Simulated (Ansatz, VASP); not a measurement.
One calculation of WS2, two programs

```
W S
1.0
     3.14588    0.00000    0.00000
    -1.57294    2.72441    0.00000
     0.00000    0.00000   23.56746
W S
2 4
Direct
  0.33333 0.66667 0.63458
  0.66667 0.33333 0.36542
  0.33333 0.66667 0.29895
  0.66667 0.33333 0.56805
  0.33333 0.66667 0.43195
  0.66667 0.33333 0.70105
```

Alike in both runs: functional PBEsol; k mesh 12 × 12 × 2; occupations gaussian, width 0.02 eV; no spin polarisation.

Ansatz relaxed the structure, and its values are those at the end. VASP's run is a single point on that final structure, the one shown.

|  | VASP | Ansatz |
| --- | --- | --- |
| version | VASP 6.6.1 | Ansatz 0.2.0 |
| potentials or method | VASP PAW PBE potentials, release 64 (W_sv, S), cutoff 520 eV | scalar-relativistic, plane waves, PAW |
| valence electrons in the cell | 52 | 52 |

|  | VASP | Ansatz | Ansatz less VASP |
| --- | --- | --- | --- |
| gap on the k mesh at the Fermi level (eV) | 1.54 | 1.52 | -0.013 |
| least direct gap on the mesh (eV) | 1.91 | 1.90 | -0.004 |
| rms of the force components (eV/Å) | 0.010 | 0.001 | -0.0091 |

VASP's potentials were made for PBE, not for PBEsol. Ansatz's warnings: xc potential rough in thin density.

Neither program's run includes spin-orbit coupling.
